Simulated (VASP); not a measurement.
Input of a VASP 6.6.1 run:

The input INCAR:

```
SYSTEM = CoO
  PREC = Accurate
  ENCUT = 520
  EDIFF = 1E-7
  ISMEAR = 0
  SIGMA = 0.05
  LREAL = .FALSE.
  LASPH = .TRUE.
  NELM = 150
  ALGO = Normal
  ISIF = 2
  LWAVE = .FALSE.
  LCHARG = .FALSE.
  ISPIN = 2
  MAGMOM = 2.81 0.3
  LORBIT = 11
  LMAXMIX = 4
  LDAU = .TRUE.
  LDAUTYPE = 2
  LDAUL = 2 -1
  LDAUU = 3.3 0
  LDAUJ = 0 0
  LDAUPRINT = 1
  NBANDS = 18
```

File KPOINTS:

```
regular mesh
0
G
  10 10 10
  0 0 0
```

File POSCAR:

```
CoO
1.0
    0.0000000000      2.0984239479      2.0984239479
    2.0984239479      0.0000000000      2.0984239479
    2.0984239479      2.0984239479      0.0000000000
Co O
1 1
Direct
    0.0000000000      0.0000000000      0.0000000000
    0.5000000000      0.5000000000      0.5000000000
```

Potentials or basis: VASP PAW LDA potentials, release 64 (Co, O).

Launch:

```bash
$ cat potpaw_LDA.64/Co/POTCAR potpaw_LDA.64/O/POTCAR > POTCAR
$ mpirun -np 1 vasp_std > vasp.out
```

Task: What does it give for the pressure?

Result: -11.3 GPa.

Task: Estimate the band gap on the k mesh.

Result: Zero (filled and empty bands overlap).

Task: Predict the site moments.

Result: Co +2.69; O +0.28 μB.

Eigenvalues of the final occupation matrices:
| site | spin | trace | eigenvalues |
| --- | --- | --- | --- |
| site 1 d | 1 | 4.94 | 0.97 0.97 0.97 1.02 1.02 |
| site 1 d | 2 | 2.28 | 0.17 0.17 0.65 0.65 0.65 |

Caveat: a cell with one magnetic atom can't hold antiferromagnetic order, which such compounds often take. The state reached can hang on the start; a lower one may exist.
